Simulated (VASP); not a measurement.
**In: single point with PBE**

In:

```
In
1.0
    -1.71188    1.71188    2.41594
     1.71188   -1.71188    2.41594
     1.71188    1.71188   -2.41594
In
1
Direct
  0.00000 0.00000 0.00000
```

* Program: VASP 6.6.1
* Task: single point
* Functional: PBE
* Potentials or basis: VASP PAW PBE potentials, release 64 (In_d)
* Cutoff: 520 eV
* k mesh: 18 × 18 × 18
* Occupations: gaussian, width 0.1 eV
* Spin: no spin polarisation

- Pressure: -1.0 GPa
- Band gap on the k mesh: zero (an odd number of electrons rules out a gap without spin polarisation)

Levels at points of the mesh, in eV from the Fermi level:
```tsv
k point	band 4	band 5	band 6	band 7	band 8	band 9
(0.00, 0.00, 0.00)	-14.42	-14.42	-9.01	9.87	9.87	9.87
(0.50, 0.00, 0.00)	-14.30	-14.29	-4.27	-3.04	7.86	7.90
(0.50, 0.50, 0.00)	-14.26	-14.26	-2.25	-1.97	3.88	3.89
(0.50, 0.50, 0.50)	-14.26	-14.26	-2.22	-1.95	3.85	3.85
```

It took 95 s on 1 thread of Intel(R) Xeon(R) Platinum 8559C (Emerald Rapids) (shared host), peak memory 0.28 GiB.

Caveat: spin-orbit coupling is left out, which moves the levels of the heavy elements.
